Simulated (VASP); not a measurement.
A run of VASP 6.6.1 is set up as follows.

File INCAR:

```
  PREC = Accurate
  ENCUT = 520
  EDIFF = 1E-6
  ISMEAR = 0
  SIGMA = 0.1
  LREAL = False
  LASPH = True
  NELM = 100
  ALGO = Fast
  ISIF = 2
  LWAVE = False
  LCHARG = False
  GGA = PE
  NBANDS = 30
```

The input KPOINTS:

```
Automatic mesh
0
Gamma
  6 6 6
```

The input POSCAR:

```
Sr3Rh
1.0
   -2.6557577597      2.6557577597      4.6529778125
    2.6557577597     -2.6557577597      4.6529778125
    2.6557577597      2.6557577597     -4.6529778125
Sr Rh
3 1
Direct
    0.5000000000      0.5000000000      0.0000000000
    0.2500000000      0.7500000000      0.5000000000
    0.7500000000      0.2500000000      0.5000000000
    0.0000000000      0.0000000000      0.0000000000
```

Potentials or basis: VASP PAW PBE potentials, release 64 (Sr_sv, Rh_pv).

Launch:

```bash
$ cat potpaw_PBE.64/Sr_sv/POTCAR potpaw_PBE.64/Rh_pv/POTCAR > POTCAR
$ mpirun -np 1 vasp_std > vasp.out
```

(1) Predict the pressure.

Results:

(1) 0.3 GPa.
